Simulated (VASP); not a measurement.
Here is a VASP 6.6.1 calculation.

INCAR

```
SYSTEM = Mg
  ALGO = Normal
  EDIFF = 1E-6
  ENCUT = 600
  GGA = PS
  GGA_COMPAT = .FALSE.
  ISIF = 2
  ISMEAR = 0
  LASPH = .TRUE.
  LCHARG = .FALSE.
  LREAL = .FALSE.
  LWAVE = .FALSE.
  NBANDS = 9
  NELM = 120
  PREC = Accurate
  SIGMA = 0.05
```

Contents of KPOINTS:

```
k-points
0
G
  6 6 6
  0 0 0
```

The input POSCAR:

```
Mg
1.0
    0.0000000000      3.4166670554      3.4166670554
    3.4166670554      0.0000000000      3.4166670554
    3.4166670554      3.4166670554      0.0000000000
Mg
2
Direct
    0.0000000000      0.0000000000      0.0000000000
    0.2500000000      0.2500000000      0.2500000000
```

Potentials or basis: VASP PAW PBE potentials, release 64 (Mg).

Run with:

```console
$ cat potpaw_PBE.64/Mg/POTCAR > POTCAR
$ mpirun -np 1 vasp_std > vasp.out
```

Q: What does it give for the pressure?

A: 0.0 GPa.

Q: Estimate the band gap on the k mesh.

A: Zero (band 2 reaches 3.33 eV, above the bottom of band 3 at -0.39 eV).

Caveat: the PAW data sets were made with another functional, which shifts forces and pressure a little.
